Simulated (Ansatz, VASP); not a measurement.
# Two plane-wave programs on Zn3CuS4

```xyz
8
Lattice="5.3879 0.0000 0.0000 0.0000 5.3879 0.0000 0.0000 0.0000 5.3879" Properties=species:S:1:pos:R:3 pbc="T T T"
Zn    2.6940    2.6940    0.0000
Zn    2.6940    0.0000    2.6940
Zn    0.0000    2.6940    2.6940
Cu    0.0000    0.0000    0.0000
S     4.0625    4.0625    1.3254
S     4.0625    1.3254    4.0625
S     1.3254    4.0625    4.0625
S     1.3254    1.3254    1.3254
```

Alike in both runs: functional PBE; k mesh 6 × 6 × 6; occupations gaussian, width 0.1 eV; no spin polarisation.

Ansatz relaxed the structure, and its values are those at the end. VASP's run is a single point on that final structure, the one shown.

|  | VASP | Ansatz |
| --- | --- | --- |
| version | VASP 6.6.1 | Ansatz 0.2.0 |
| potentials or method | VASP PAW PBE potentials, release 64 (Zn, Cu, S), cutoff 520 eV | scalar-relativistic, plane waves, PAW |
| valence electrons in the cell | 71 | 79 |

Ansatz gave:

| Property | Result |
| --- | --- |
| gap on the k mesh at the Fermi level (eV) | none |
| pressure (GPa) | 0.0 |

Q: Estimate VASP's values.

A: gap on the k mesh at the Fermi level (eV): none; pressure (GPa): 0.1.

A gap of «none» marks a metal or a gap that the smearing closes. With one functional, cell and mesh, what is left measures potentials, basis and numerics. VASP's potentials hold 71 valence electrons a cell and Ansatz's 79, so a difference there can come from the potentials and not from the codes.
